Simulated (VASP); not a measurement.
Here is a VASP 6.6.1 calculation.

INCAR

```
SYSTEM = Fe
PREC = Accurate
ENCUT = 520
EDIFF = 1E-6
ISMEAR = -1
SIGMA = 0.1
LREAL = .FALSE.
LASPH = .TRUE.
NELM = 150
ALGO = Normal
ISIF = 2
LWAVE = .FALSE.
LCHARG = .FALSE.
ISPIN = 2
MAGMOM = 4 4
LORBIT = 11
LMAXMIX = 4
GGA = PE
NBANDS = 19
ISYM = 0
```

The input KPOINTS:

```
regular mesh
0
G
  8 13 11
  0 0 0
```

POSCAR

```
Fe
1.0
   -1.7665000000     -3.5330000000     -1.7665000000
   -1.7665000000      0.0000000000     -1.7665000000
    1.7665000000      0.0000000000     -1.7665000000
Fe
2
Direct
    0.0000000000      0.0000000000      0.0000000000
    0.5000000000      0.0000000000      0.5000000000
```

Potentials or basis: VASP PAW PBE potentials, release 64 (Fe).

Run with:

```bash
$ cat potpaw_PBE.64/Fe/POTCAR > POTCAR
$ mpirun -np 1 vasp_std > vasp.out
```

Q: Predict the site moments.

A: Fe +1.25 μB.

Q: What does it give for the net moment?

A: 2.52 μB per cell.

Stress tensor (GPa, compression positive):
```
-7.27  0.00 -0.01
 0.00 -7.19  0.00
-0.01  0.00 -7.27
```

Caveat: the cell stands under tension.
